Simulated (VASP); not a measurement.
The system is PrYSe3.

```xyz
10
Lattice="-5.8304 -0.1210 -0.0941 2.7392 0.0856 -7.0635 -0.1917 -9.0284 0.0336" Properties=species:S:1:pos:R:3 pbc="T T T"
Pr    1.1826    0.1269   -5.8179
Pr    1.2428   -4.4303   -5.8627
Y    -1.6247   -6.8736   -3.1311
Y    -1.5485   -2.4628   -3.2701
Se   -1.5011    0.0741   -4.9791
Se   -1.6779   -4.4077   -4.8410
Se   -1.6453   -6.8587   -0.4328
Se   -1.4017   -2.3446   -0.6448
Se    1.2422   -6.7629   -3.7693
Se    1.3817   -2.1011   -3.5663
```

| Property | Result |
| --- | --- |
| Program | VASP 6.6.1 |
| Task | relaxation of cell and atoms |
| Functional | PBE |
| Potentials or basis | VASP PAW PBE potentials, release 64 (Pr_3, Y_sv, Se), 4f in core |
| Cutoff | 500 eV |
| k mesh | 4 × 2 × 2 |
| Occupations | gaussian, width 0.1 eV |
| Spin | no spin polarisation |

At the start: pressure 0.1 GPa; volume 37.40 Å³/atom.

Problem. Where does the relaxation end?

Solution. Over 20 steps the energy falls by 117.9 meV/atom and the volume is 36.21 Å³/atom (-3.2 %); space group P1 (No. 1, to 0.1 Å) before, Amm2 (No. 38, to 0.1 Å).

Step by step:
```
step  energy change (eV)  largest force (eV/Å)  pressure (GPa)  volume (Å³)
   1              0.0000                2.7322            0.05       373.97
   2             -0.8437                0.8711           -1.07       374.30
   3             -0.8590                0.8261           -1.10       374.28
   4             -1.0636                0.3353            0.57       360.19
   5             -1.0675                0.3177            0.87       358.05
   6             -1.1370                0.3309           -0.01       364.76
   7             -1.1379                0.3435           -0.11       365.61
   8             -1.1560                0.1927           -0.10       365.39
   9             -1.1641                0.1428           -0.08       365.10
  10             -1.1701                0.1064            0.08       363.70
  11             -1.1712                0.1056            0.19       362.82
  12             -1.1746                0.0855           -0.05       364.29
  13             -1.1746                0.0868           -0.09       364.54
  14             -1.1761                0.0514           -0.03       363.86
  15             -1.1766                0.0459            0.03       363.24
  16             -1.1777                0.0399            0.02       363.14
  17             -1.1780                0.0528            0.00       363.06
  18             -1.1788                0.0317           -0.02       363.07
  19             -1.1789                0.0268           -0.05       363.08
  20             -1.1792                0.0244            0.07       362.06
```

Final structure:
```cif
data_structure
_symmetry_space_group_name_H-M 'P 1'
_symmetry_Int_Tables_number 1
_cell_length_a 5.7041
_cell_length_b 7.5713
_cell_length_c 9.0581
_cell_angle_alpha 90.137
_cell_angle_beta 90.016
_cell_angle_gamma 112.251
_cell_volume 362.06
loop_
_atom_site_label
_atom_site_type_symbol
_atom_site_fract_x
_atom_site_fract_y
_atom_site_fract_z
_atom_site_occupancy
Pr1 Pr 0.15086 0.80813 0.00002 1
Pr2 Pr 0.15118 0.80817 0.50061 1
Y1 Y 0.47801 0.46405 0.74951 1
Y2 Y 0.47707 0.46292 0.24934 1
Se1 Se 0.59431 0.69629 0.00002 1
Se2 Se 0.59468 0.69571 0.49992 1
Se3 Se 0.28984 0.07776 0.75058 1
Se4 Se 0.27685 0.07702 0.25084 1
Se5 Se 0.00349 0.51451 0.74995 1
Se6 Se 0.00371 0.51544 0.24920 1
```

Caveat: the k points lie up to 0.43 Å⁻¹ apart in the final cell.
